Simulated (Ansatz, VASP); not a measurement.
Tl in VASP and in Ansatz

The input INCAR:

```
SYSTEM = Tl
PREC = Accurate
ENCUT = 520
EDIFF = 1E-7
ISMEAR = -1
SIGMA = 0.1
LREAL = .FALSE.
LASPH = .TRUE.
NELM = 100
ALGO = Normal
ISIF = 2
LWAVE = .FALSE.
LCHARG = .TRUE.
GGA = CA
LELF = .TRUE.
LVHAR = .TRUE.
NBANDS = 12
```

File KPOINTS:

```
Automatic mesh
0
G
  14 14 14
  0 0 0
```

Contents of POSCAR:

```
Tl
1.0
   -1.3970686967      1.3970686967      1.3970686967
    1.3970686967     -1.3970686967      1.3970686967
    1.3970686967      1.3970686967     -1.3970686967
Tl
1
Direct
    0.0000000000      0.0000000000      0.0000000000
```

Input for Ansatz:

```yaml
crystal:
  lattice:
    - [-1.3970686967, 1.3970686967, 1.3970686967]
    - [1.3970686967, -1.3970686967, 1.3970686967]
    - [1.3970686967, 1.3970686967, -1.3970686967]
  atoms:
    - { symbol: Tl, position: [0.0, 0.0, 0.0] }
kpoints:
  mp_grid: { grid: [14, 14, 14] }
scf:
  occupations: { method: fermi_dirac, width: 0.1 }
hamiltonian:
  xc: lda
  pseudopotentials: { kind: all_electron, datasets: crystal }
output:
  forces: true
  stress: true
  eigenvalues: true
```

Change from the starting cell: volume scaled by 0.4, crystal datasets.

Alike in both runs: task single point; functional LDA; k mesh 14 × 14 × 14; occupations fermi-dirac, width 0.1 eV; no spin polarisation.

|  | VASP | Ansatz |
| --- | --- | --- |
| version | VASP 6.6.1 | Ansatz 0.2.0 |
| potentials or method | VASP PAW LDA potentials, release 64 (Tl_d), cutoff 520 eV | all-electron PAW with datasets made for the crystal, scalar-relativistic |

|  | VASP | Ansatz | Ansatz less VASP |
| --- | --- | --- | --- |
| pressure (GPa) | 478.6 | 471.1 | -7.43 |

LDA's correlation is that of Perdew and Zunger in VASP and of Perdew and Wang (1992) in Ansatz. Both programs put the cell under a high pressure, so it lies far from rest at this level. Ansatz ran all-electron here, and VASP with PAW potentials.

Neither program's run includes spin-orbit coupling. Noted on VASP's run: the cell as given lies far from equilibrium.
